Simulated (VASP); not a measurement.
A run of VASP 6.6.1:

INCAR

```
SYSTEM = InAs
PREC = Accurate ; ENCUT = 500
EDIFF = 1E-6 ; ISMEAR = -1
SIGMA = 0.02 ; LREAL = .False.
LASPH = .True. ; NELM = 120
ALGO = Normal ; ISIF = 2
LWAVE = .False. ; LCHARG = .False.
GGA = RP ; NBANDS = 16
GGA_COMPAT = .False.
```

KPOINTS

```
Automatic mesh
0
Gamma
  6 6 6
  0 0 0
```

File POSCAR:

```
InAs
1.0
    0.0000000000      3.0582400000      3.0180000000
    3.0582400000      0.0000000000      3.0180000000
    3.0582400000      3.0582400000      0.0000000000
In As
1 1
Direct
    0.0000000000      0.0000000000      0.0000000000
    0.2500000000      0.2500000000      0.2500000000
```

Potentials or basis: VASP PAW PBE potentials, release 64 (In_d, As).

The run is started by

```bash
$ cat potpaw_PBE.64/In_d/POTCAR potpaw_PBE.64/As/POTCAR > POTCAR
$ mpirun -np 1 vasp_std > vasp.out
```

Hardware: 1 thread of Intel(R) Xeon(R) Platinum 8488C (Sapphire Rapids) (shared host).

Problem. Estimate the wall time of this run.

Solution. Run time: 12 s on 1 thread of Intel(R) Xeon(R) Platinum 8488C (Sapphire Rapids), with other jobs on the host, peak memory 0.18 GiB. Counts: scf iterations 12, k points 30.
